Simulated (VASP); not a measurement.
ZnH2:

```
Zn H
1.0
     2.87495    0.00000    0.00000
     0.00000    2.87495    0.00000
     0.00000    0.00000    3.61480
Zn H
1 2
Direct
  0.00000 0.00000 0.50000
  0.00000 0.50000 0.75091
  0.50000 0.00000 0.24909
```

| Item | Value |
| --- | --- |
| Program | VASP 6.6.1 |
| Task | relaxation of cell and atoms |
| Functional | PBE |
| Potentials or basis | VASP PAW PBE potentials, release 64 (Zn, H_h) |
| Cutoff | 1230 eV |
| k mesh | 6 × 6 × 6 |
| Occupations | gaussian, width 0.1 eV |
| Spin | no spin polarisation |

At the start: pressure 1.6 GPa; volume 9.96 Å³/atom.

Question: How do energy, volume and symmetry change on relaxing?

Answer: Over 12 steps the energy falls by 22.8 meV/atom and the volume is 12.04 Å³/atom (+20.9 %); space group P-4m2 (No. 115, to 0.1 Å) before and after.

Step by step:
| step | energy change (eV) | largest force (eV/Å) | pressure (GPa) | volume (Å³) |
| --- | --- | --- | --- | --- |
| 1 | 0.0000 | 0.0046 | 1.59 | 29.88 |
| 2 | -0.0063 | 0.0504 | 0.77 | 30.31 |
| 3 | -0.0133 | 0.1848 | -0.94 | 31.39 |
| 4 | -0.0188 | 0.1742 | -0.84 | 31.50 |
| 5 | -0.0330 | 0.1411 | -0.41 | 31.84 |
| 6 | -0.0503 | 0.0691 | 0.58 | 32.44 |
| 7 | -0.0361 | 0.1058 | 3.45 | 33.38 |
| 8 | -0.0531 | 0.0053 | 1.63 | 32.80 |
| 9 | -0.0586 | 0.0703 | 0.71 | 33.84 |
| 10 | -0.0601 | 0.1295 | 0.07 | 34.69 |
| 11 | -0.0634 | 0.1027 | 0.07 | 35.10 |
| 12 | -0.0685 | 0.0380 | 0.08 | 36.12 |

Final structure:
```
CELL_PARAMETERS angstrom
2.82462 0.00000 0.00000
0.00000 2.82462 0.00000
0.00000 0.00000 4.52668
ATOMIC_POSITIONS crystal
Zn 0.00000 0.00000 0.50000
H 0.00000 0.50000 0.71223
H 0.50000 0.00000 0.28777
```

Caveat: the volume moved by over 15 % at a fixed basis, so the end points are rough.
